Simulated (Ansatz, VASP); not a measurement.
## Two plane-wave programs on C

INCAR

```
SYSTEM = C
  ALGO = Normal
  DIPOL = 0.5 0.5 0.369
  EDIFF = 1E-7
  ENCUT = 520
  GGA = PE
  IDIPOL = 3
  ISIF = 2
  ISMEAR = 0
  IVDW = 12
  LASPH = .TRUE.
  LCHARG = .TRUE.
  LDIPOL = .TRUE.
  LELF = .TRUE.
  LREAL = .FALSE.
  LVACPOTAV = .TRUE.
  LVHAR = .TRUE.
  LWAVE = .FALSE.
  NBANDS = 16
  NELM = 80
  PREC = Accurate
  SIGMA = 0.1
```

The input KPOINTS:

```
k-points
0
G
  15 15 1
  0 0 0
```

The input POSCAR:

```
C
1.0
    2.4656524409      0.0000000000      0.0000000000
   -1.2328262205      2.1353176508      0.0000000000
    0.0000000000      0.0000000000     17.5000663883
C
4
Direct
    0.6666666667      0.3333333333      0.2571437784
    0.3333333333      0.6666666667      0.2571418816
    0.6666666667      0.3333333333      0.4805733991
    0.3333333333      0.6666666667      0.4805715023
```

Input for Ansatz:

```yaml
crystal:
  lattice:
    - [2.4656524409, 0.0, 0.0]
    - [-1.2328262205, 2.1353176508, 0.0]
    - [0.0, 0.0, 17.5000663883]
  atoms:
    - { symbol: C, position: [0.6666666667, 0.3333333333, 0.2571437784] }
    - { symbol: C, position: [0.3333333333, 0.6666666667, 0.2571418816] }
    - { symbol: C, position: [0.6666666667, 0.3333333333, 0.4805733991] }
    - { symbol: C, position: [0.3333333333, 0.6666666667, 0.4805715023] }
basis:
  ecutwfc: 420
kpoints:
  mp_grid: { grid: [15, 15, 1] }
hamiltonian:
  xc: pbe
  pseudopotentials: { kind: paw, azcp: { folder: soft_1 } }
  dispersion: d3bj
scf:
  occupations: { method: gaussian, width: 0.1 }
output:
  forces: true
  eigenvalues: true
efield:
  axis: 3
  dipole_correction: true
  ramp_width: 0.04
```

Alike in both runs: task single point; functional PBE; dispersion D3(BJ); k mesh 15 × 15 × 1; occupations gaussian, width 0.1 eV; no spin polarisation.

|  | VASP | Ansatz |
| --- | --- | --- |
| version | VASP 6.6.1 | Ansatz 0.2.0 |
| potentials or method | VASP PAW PBE potentials, release 64 (C), cutoff 520 eV | scalar-relativistic, plane waves, PAW |
| valence electrons in the cell | 16 | 16 |

|  | VASP | Ansatz | Ansatz less VASP |
| --- | --- | --- | --- |
| gap on the k mesh at the Fermi level (eV) | 0.25 | 0.25 | 0.000 |
| least direct gap on the mesh (eV) | 0.25 | 0.25 | 0.000 |
| rms of the force components (eV/Å) | 0.013 | 0.013 | 0.0000 |

Atom by atom the forces differ by 0.000 eV/Å (rms over components). Ansatz's warnings: structure snapped to symmetry.
